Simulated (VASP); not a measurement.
Crystal: SrTe.

```xyz
2
Lattice="0.0251 3.3528 3.3528 3.3528 0.0251 3.3528 3.3779 3.3779 0.0000" Properties=species:S:1:pos:R:3 pbc="T T T"
Sr    0.0000    0.0000    0.0000
Te    3.3779    3.3779    3.3528
```

This cell differs from its parent crystal: shear xy strain +1.5%.

Base run:

```yaml
Program: VASP 6.6.1
Functional: r2SCAN
Potentials_or_basis: VASP PAW PBE potentials, release 64 (Sr_sv, Te)
Cutoff: 550 eV
k_mesh: 6 × 6 × 6
Occupations: gaussian, width 0.01 eV
Spin: no spin polarisation
```

Its results: band gap on the k mesh 2.10 eV, indirect (least direct gap 2.84 eV); pressure 0.1 GPa.

Question: The run is repeated on the same cell with these changes: functional from r2SCAN to PBE; cutoff from 550 eV to 500 eV; k mesh from 6 × 6 × 6 to 4 × 4 × 4. What comes out?

Answer: Band gap on the k mesh 1.70 eV, indirect (least direct gap 2.42 eV); pressure 0.4 GPa.

Several settings changed at once, so the effect can't be laid on one alone.

Caveats: spin-orbit coupling is left out, which moves the levels of the heavy elements; the PAW data sets were made with another functional, which shifts forces and pressure a little (some runs).

A k mesh can miss the band edges.
